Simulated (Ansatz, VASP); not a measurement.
**Li3AgB5 in VASP and in Ansatz**

```
Li Ag B
1.0
     4.69307    0.00000    0.00000
    -2.34654    4.06432    0.00000
     0.00000    0.00000    4.85809
Li Ag B
3 1 5
Direct
  0.50000 0.00000 0.50000
  0.00000 0.50000 0.50000
  0.50000 0.50000 0.50000
  0.00000 0.00000 0.00000
  0.33333 0.66667 0.17294
  0.66667 0.33333 0.17294
  0.66667 0.33333 0.82706
  0.33333 0.66667 0.82706
  0.00000 0.00000 0.50000
```

Alike in both runs: task relaxation of cell and atoms; functional PBE; k mesh 6 × 6 × 4; occupations gaussian, width 0.1 eV; no spin polarisation.

|  | VASP | Ansatz |
| --- | --- | --- |
| version | VASP 6.6.1 | Ansatz 0.2.0 |
| potentials or method | VASP PAW PBE potentials, release 64 (Li_sv, Ag, B), cutoff 600 eV | scalar-relativistic, plane waves, PAW |
| valence electrons in the cell | 35 | 43 |

VASP gave:

- gap on the k mesh at the Fermi level, each at its own relaxed structure (eV): none
- relaxed volume (Å³/atom): 10.51
- relaxed cell length with the largest relative difference (Å): 5.323

Problem. What did Ansatz give for the same quantities?

Solution. gap on the k mesh at the Fermi level, each at its own relaxed structure (eV): none; relaxed volume (Å³/atom): 10.50; relaxed cell length with the largest relative difference (Å): 5.302.

A gap of «none» marks a metal or a gap that the smearing closes. VASP's potentials hold 35 valence electrons a cell and Ansatz's 43, so a difference there can come from the potentials and not from the codes.

Noted on VASP's run: the cutoff is short for stress, so the pressure is rough.
